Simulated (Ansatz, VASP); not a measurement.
Two plane-wave programs on HgH4C4N2Cl2

```xyz
13
Lattice="5.8234 -3.8716 -0.1919 5.8079 3.8478 -0.1859 -0.1857 0.0034 3.8664" Properties=species:S:1:pos:R:3 pbc="T T T"
Hg    5.7228   -0.0102    1.7443
H     1.7986    1.2726    1.0762
H    -1.9887    1.2649    2.7950
H    -1.9844   -1.2692    2.7903
H     1.8030   -1.2615    1.0714
C     0.9569    0.7003    1.4660
C    -1.1451    0.6969    2.4031
C    -1.1426   -0.6969    2.4005
C     0.9594   -0.6935    1.4633
N    -0.0946    1.3832    1.9356
N    -0.0911   -1.3798    1.9308
Cl    7.6808   -0.0095    0.0144
Cl    3.7648   -0.0109    3.4742
```

Alike in both runs: functional PBE; dispersion D3(BJ); k mesh 4 × 4 × 6; occupations gaussian, width 0.02 eV; no spin polarisation.

Ansatz relaxed the structure, and its values are those at the end. VASP's run is a single point on that final structure, the one shown.

```csv
,VASP,Ansatz
version,VASP 6.6.1,Ansatz 0.2.0
potentials or method,"VASP PAW PBE potentials, release 64 (Hg, H, C, N, Cl), cutoff 520 eV","scalar-relativistic, plane waves, PAW"
valence electrons in the cell,56,64
```

|  | VASP | Ansatz | Ansatz less VASP |
| --- | --- | --- | --- |
| gap on the k mesh at the Fermi level (eV) | 2.32 | 2.33 | +0.013 |
| least direct gap on the mesh (eV) | 2.39 | 2.40 | +0.012 |
| pressure (GPa) | 0.1 | 0.0 | -0.16 |
| rms of the force components (eV/Å) | 0.025 | 0.007 | -0.0175 |

VASP's potentials hold 56 valence electrons a cell and Ansatz's 64, so a difference there can come from the potentials and not from the codes.

Spin-orbit coupling is off throughout.
